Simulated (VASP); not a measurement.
Here is a VASP 6.6.1 calculation.

The input INCAR:

```
PREC = Accurate ; ENCUT = 520
EDIFF = 1E-6 ; ISMEAR = 0
SIGMA = 0.05 ; LREAL = False
LASPH = True ; NELM = 60
ALGO = Normal ; ISIF = 2
LWAVE = False ; LCHARG = True
GGA = PS ; LELF = True
LVHAR = True ; NBANDS = 66
```

Contents of KPOINTS:

```
Automatic mesh
0
Gamma
  9 9 2
```

POSCAR

```
ZnS
1.0
    3.8550092925      0.0000000000      0.0000000000
   -1.9275046462      3.3385359792      0.0000000000
    0.0000000000      0.0000000000     17.9084456684
Zn S
6 6
Direct
    0.0000000000      0.0000000000      0.0000277175
    0.0000000000      0.0000000000      0.5000277175
    0.3333333333      0.6666666667      0.1817880780
    0.6666666667      0.3333333333      0.6817880780
    0.6666666667      0.3333333333      0.3332753580
    0.3333333333      0.6666666667      0.8332753580
    0.0000000000      0.0000000000      0.1251125986
    0.0000000000      0.0000000000      0.6251125986
    0.3333333333      0.6666666667      0.2916367831
    0.6666666667      0.3333333333      0.7916367831
    0.6666666667      0.3333333333      0.4581259436
    0.3333333333      0.6666666667      0.9581259436
```

Potentials or basis: VASP PAW PBE potentials, release 64 (Zn, S).

The run is started by

```sh
$ cat potpaw_PBE.64/Zn/POTCAR potpaw_PBE.64/S/POTCAR > POTCAR
$ mpirun -np 1 vasp_std > vasp.out
```

(1) Predict the band gap on the k mesh.

(2) What does it give for the pressure?

## Answers

(1) 1.85 eV.

(2) 3.1 GPa.

Caveat: the stress differs along the axes, from -3 to 16 GPa; the PAW data sets were made with another functional, which shifts forces and pressure a little.
